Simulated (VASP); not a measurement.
# GaP (F-43m) in VASP: a series of runs, part 2 of 2

VASP 6.6.1. Earlier steps stand in the parts before.

### 3 Single point, LDA

This run uses another cell than the first one, of 19.17 Å³/atom, 1.047 times its volume.

INCAR

```
ALGO = Normal ; EDIFF = 1E-6
ENCUT = 520 ; ISIF = 2
ISMEAR = 0 ; LASPH = True
LCHARG = False ; LREAL = False
LWAVE = False ; NBANDS = 16
NELM = 80 ; PREC = Accurate
SIGMA = 0.01
```

KPOINTS

```
k-points
0
Gamma
  8 8 8
```

POSCAR

```
GaP
1.0
    2.6765067596      2.6765067596      0.0000000000
   -2.6765067596      2.6765067596      0.0000000000
    0.0000000000      2.6765067596      2.6765067596
Ga P
1 1
Direct
    0.0000000000      0.0000000000      0.0000000000
    0.7500000000      0.2500000000      0.5000000000
```

Potentials or basis: VASP PAW LDA potentials, release 64 (Ga_d, P).

Launch:

```
cat potpaw_LDA.64/Ga_d/POTCAR potpaw_LDA.64/P/POTCAR > POTCAR
mpirun -np 1 vasp_std > vasp.out
```

It took 15 s on 1 thread of Intel Xeon Platinum 8259CL at 2.50GHz (Skylake/Cascade Lake), shared host; peak memory 0.14 GiB.

It converged, with:

- Free energy: -10.4449 eV
- Pressure: 2.1 GPa
- Band gap on the k mesh: 1.38 eV, indirect (least direct gap 2.09 eV)

Levels at points of the mesh, in eV from the valence-band top:
```
           k point  band 6  band 7  band 8  band 9  band 10  band 11  band 12  band 13
(0.00, 0.00, 0.00)  -12.93    0.00    0.00    0.00     2.09     3.78     3.78     3.78
(0.50, 0.00, 0.00)  -10.66   -7.03   -1.21   -1.21     1.68     4.62     4.62     8.14
(0.50, 0.50, 0.00)   -9.67   -7.10   -2.90   -2.90     1.38     1.63    10.86    10.86
```

### 4 Single point, LDA

This run uses another cell than the first one, of 19.17 Å³/atom, 1.047 times its volume.

INCAR

```
SYSTEM = GaP
  PREC = Accurate
  ENCUT = 520
  EDIFF = 1E-6
  ISMEAR = 0
  SIGMA = 0.01
  LREAL = .FALSE.
  LASPH = .TRUE.
  NELM = 60
  ALGO = Normal
  ISIF = 2
  LWAVE = .FALSE.
  LCHARG = .FALSE.
  NBANDS = 16
```

KPOINTS

```
regular mesh
0
G
  8 8 8
  0 0 0
```

POSCAR is that of step 3.

Launch:

```
cat potpaw_LDA.64/Ga_d/POTCAR potpaw_LDA.64/P/POTCAR > POTCAR
mpirun -np 1 vasp_std > vasp.out
```

Wall time 14 s (1 thread of Intel Xeon Platinum 8259CL at 2.50GHz (Skylake/Cascade Lake), shared host); peak memory 0.15 GiB.

It converged, with:

| Item | Value |
| --- | --- |
| Free energy | -10.4449 eV |
| Pressure | 2.1 GPa |
| Band gap on the k mesh | 1.38 eV, indirect (least direct gap 2.09 eV) |

Levels at points of the mesh, in eV from the valence-band top:
```tsv
k point	band 6	band 7	band 8	band 9	band 10	band 11	band 12	band 13
(0.00, 0.00, 0.00)	-12.93	0.00	0.00	0.00	2.09	3.78	3.78	3.78
(0.50, 0.00, 0.00)	-10.66	-7.03	-1.21	-1.21	1.68	4.62	4.62	8.14
(0.50, 0.50, 0.00)	-9.67	-7.10	-2.90	-2.90	1.38	1.63	10.86	10.86
```

### 5 Single point, LDA

This run uses another cell than the first one, of 18.81 Å³/atom, 1.027 times its volume.

INCAR

```
ALGO     = Normal         # electronic algorithm
EDIFF    = 1E-6           # SCF threshold, eV
ENCUT    = 520            # plane-wave cutoff, eV
ISIF     = 2              # what is computed and relaxed
ISMEAR   = 0              # smearing method
LASPH    = True           # aspherical terms in the spheres
LCHARG   = False          # write CHGCAR
LREAL    = False          # projectors in reciprocal space
LWAVE    = False          # write WAVECAR
NBANDS   = 16             # bands
NELM     = 100            # most SCF steps
PREC     = Accurate       # precision mode
SIGMA    = 0.01           # smearing width, eV
```

KPOINTS

```
k-points
0
Gamma
  8 8 8
```

POSCAR

```
GaP
1.0
    2.6594933690      2.6594933690      0.0000000000
   -2.6594933690      2.6594933690      0.0000000000
    0.0000000000      2.6594933690      2.6594933690
Ga P
1 1
Direct
    0.0000000000      0.0000000000      0.0000000000
    0.7500000000      0.2500000000      0.5000000000
```

Potentials or basis: VASP PAW LDA potentials, release 64 (Ga_d, P).

Launch:

```
cat potpaw_LDA.64/Ga_d/POTCAR potpaw_LDA.64/P/POTCAR > POTCAR
mpirun -np 1 vasp_std > vasp.out
```

OUTCAR:

```text
EDIFF = 1E-6
   ENCUT = 520
   ISIF = 2
   ISMEAR = 0
   LASPH = True
   LREAL = False
   NELM = 100
   PREC = Accurate

 ion  position               nearest neighbor table
   1  0.000  0.000  0.000-   2 2.30   2 2.30   2 2.30   2 2.30
   2  0.750  0.250  0.500-   1 2.30   1 2.30   1 2.30   1 2.30

  LATTYP: Found a face centered cubic cell.
 ALAT       =     5.3189867380

  Lattice vectors:

 A1 = (   0.0000000000,   2.6594933690,   2.6594933690)
[... 641 lines left out ...]

------------------------ aborting loop because EDIFF is reached ----------------------------------------

  FORCE on cell =-STRESS in cart. coord.  units (eV):
  Direction    XX          YY          ZZ          XY          YZ          ZX
  --------------------------------------------------------------------------------------
  -------------------------------------------------------------------------------------
  Total        0.9579685      0.9579685      0.9579685      0.0000000     -0.0000000      0.0000000
  in kB       40.7976445     40.7976445     40.7976445      0.0000000     -0.0000000      0.0000000
  external PRESSURE =      40.7976445 kB  Pullay stress =       0.0000000 kB

 VOLUME and BASIS-vectors are now :
 -----------------------------------------------------------------------------
  energy-cutoff  :      520.00
  volume of cell :       37.62
      direct lattice vectors                 reciprocal lattice vectors
     2.659493369  2.659493369  0.000000000     0.188005733  0.188005733 -0.188005733
    -2.659493369  2.659493369  0.000000000    -0.188005733  0.188005733 -0.188005733
     0.000000000  2.659493369  2.659493369     0.000000000  0.000000000  0.376011466

 POSITION                                       TOTAL-FORCE (eV/Angst)
 -----------------------------------------------------------------------------------
      0.00000      0.00000      0.00000        -0.000000      0.000000      0.000000
      1.32975      3.98924      1.32975         0.000000     -0.000000      0.000000
 -----------------------------------------------------------------------------------
    total drift:                               -0.000000      0.000000     -0.000000

  FREE ENERGIE OF THE ION-ELECTRON SYSTEM (eV)
  ---------------------------------------------------
  free  energy   TOTEN  =       -10.4307025248 eV

  energy  without entropy=      -10.4307025248  energy(sigma->0) =      -10.43070252
```

It took 14 s on 1 thread of Intel Xeon Platinum 8259CL at 2.50GHz (Skylake/Cascade Lake), shared host; peak memory 0.14 GiB.

Results:

```yaml
Free_energy: -10.4307 eV
Pressure: 4.1 GPa
Band_gap_on_the_k_mesh: 1.34 eV, indirect (least direct gap 2.25 eV)
```

Levels at points of the mesh, in eV from the valence-band top:
```csv
k point,band 6,band 7,band 8,band 9,band 10,band 11,band 12,band 13
"(0.00, 0.00, 0.00)",-13.09,0.00,0.00,0.00,2.25,3.77,3.77,3.77
"(0.50, 0.00, 0.00)",-10.75,-7.15,-1.24,-1.24,1.74,4.61,4.61,8.17
"(0.50, 0.50, 0.00)",-9.73,-7.20,-2.97,-2.97,1.34,1.60,11.01,11.01
```

A k mesh can miss the band edges. As with any semilocal functional, this LDA gap is likely too small.

### 6 Single point, LDA

This run uses another cell than the first one, of 18.81 Å³/atom, 1.027 times its volume.

INCAR

```
PREC = Accurate
ENCUT = 520
EDIFF = 1E-6
ISMEAR = 0
SIGMA = 0.01
LREAL = False
LASPH = True
NELM = 80
ALGO = Normal
ISIF = 2
LWAVE = False
LCHARG = False
GGA = CA
NBANDS = 16
```

KPOINTS

```
Automatic mesh
0
Gamma
  8 8 8
```

POSCAR is that of step 5.

Potentials or basis: VASP PAW LDA potentials, release 64 (Ga_d, P).

Launch:

```
cat potpaw_LDA.64/Ga_d/POTCAR potpaw_LDA.64/P/POTCAR > POTCAR
mpirun -np 1 vasp_std > vasp.out
```

Run time: 14 s. Hardware: 1 thread of Intel Xeon Platinum 8259CL at 2.50GHz (Skylake/Cascade Lake), shared host; peak memory 0.14 GiB.

The run converged. Its results:

```
Free energy            : -10.4307 eV
Pressure               : 4.1 GPa
Band gap on the k mesh : 1.34 eV, indirect (least direct gap 2.25 eV)
```

Levels at points of the mesh, in eV from the valence-band top:
| k point | band 5 | band 6 | band 7 | band 8 | band 9 | band 10 | band 11 | band 12 | band 13 | band 14 |
| --- | --- | --- | --- | --- | --- | --- | --- | --- | --- | --- |
| (0.00, 0.00, 0.00) | -14.73 | -13.09 | 0.00 | 0.00 | 0.00 | 2.25 | 3.77 | 3.77 | 3.77 | 8.83 |
| (0.50, 0.00, 0.00) | -14.72 | -10.75 | -7.15 | -1.24 | -1.24 | 1.74 | 4.61 | 4.61 | 8.17 | 11.20 |
| (0.50, 0.50, 0.00) | -14.70 | -9.73 | -7.20 | -2.97 | -2.97 | 1.34 | 1.60 | 11.01 | 11.01 | 11.66 |

A k mesh can miss the band edges. A hybrid or GW would open this gap; LDA tends to underestimate it.

### 7 The runs side by side

```tsv
cell	gap on the mesh (eV)	pressure (GPa)
a = 3.728 Å, angles 60.0, 60.0, 90.0°, 2 atoms	1.28	7.1
a = 3.785 Å, angles 60.0, 60.0, 90.0°, 2 atoms	1.38	2.1
a = 3.761 Å, angles 60.0, 60.0, 90.0°, 2 atoms	1.34	4.1
```

Alike in all rows: task single point; level LDA; potentials or basis VASP PAW LDA potentials, release 64 (Ga_d, P); no spin polarisation; k mesh 8 × 8 × 8; cutoff (eV) 520; smearing gaussian 0.01 eV.

Absolute energies hang on the potentials; compare differences alone.

### 8 Comparison with measurements

Step 4. A measured gap of GaP is 2.34 eV (indirect; 10 K; quoted in “Stacking defects in GaP nanowires: Electronic structure and optical properties”, 2018, arxiv:1810.01194); the calculated 1.38 eV misses it by -0.96 eV. Spin-orbit coupling on Ga is left out. The value is that of LDA on a finite k mesh, which can miss the band edges, without temperature or zero-point motion. Semilocal functionals fall short of measured gaps as a rule.
